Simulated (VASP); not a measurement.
Crystal: KF.

```xyz
2
Lattice="3.2587 0.0000 0.0000 0.0000 3.2587 0.0000 0.0000 0.0000 3.2587" Properties=species:S:1:pos:R:3 pbc="T T T"
K     0.0000    0.0000    0.0000
F     1.6294    1.6294    1.6294
```

* Program: VASP 6.6.1
* Task: relaxation of cell and atoms
* Functional: r2SCAN
* Potentials or basis: VASP PAW PBE potentials, release 64 (K_sv, F)
* Cutoff: 600 eV
* k mesh: 8 × 8 × 8
* Occupations: fermi-dirac, width 0.02 eV
* Spin: no spin polarisation

At the start: pressure -2.7 GPa; volume 17.30 Å³/atom.

Q: How do energy, volume and symmetry change on relaxing?

A: Over 4 steps the energy falls by 11.6 meV/atom and the volume is 16.05 Å³/atom (-7.3 %); space group Pm-3m (No. 221, to 0.05 Å).

The path:
| step | energy change (eV) | largest force (eV/Å) | pressure (GPa) | volume (Å³) |
| --- | --- | --- | --- | --- |
| 1 | 0.0000 | 0.0000 | -2.71 | 34.61 |
| 2 | -0.0185 | 0.0000 | -1.33 | 33.16 |
| 3 | -0.0231 | 0.0000 | -0.07 | 32.14 |
| 4 | -0.0231 | 0.0000 | -0.02 | 32.09 |

Final structure:
```xyz
2
Lattice="3.1779 0.0000 0.0000 0.0000 3.1779 0.0000 0.0000 0.0000 3.1779" Properties=species:S:1:pos:R:3 pbc="T T T"
K     0.0000    0.0000    0.0000
F     1.5890    1.5890    1.5890
```

Caveat: the PAW data sets were made with another functional, which shifts forces and pressure a little.
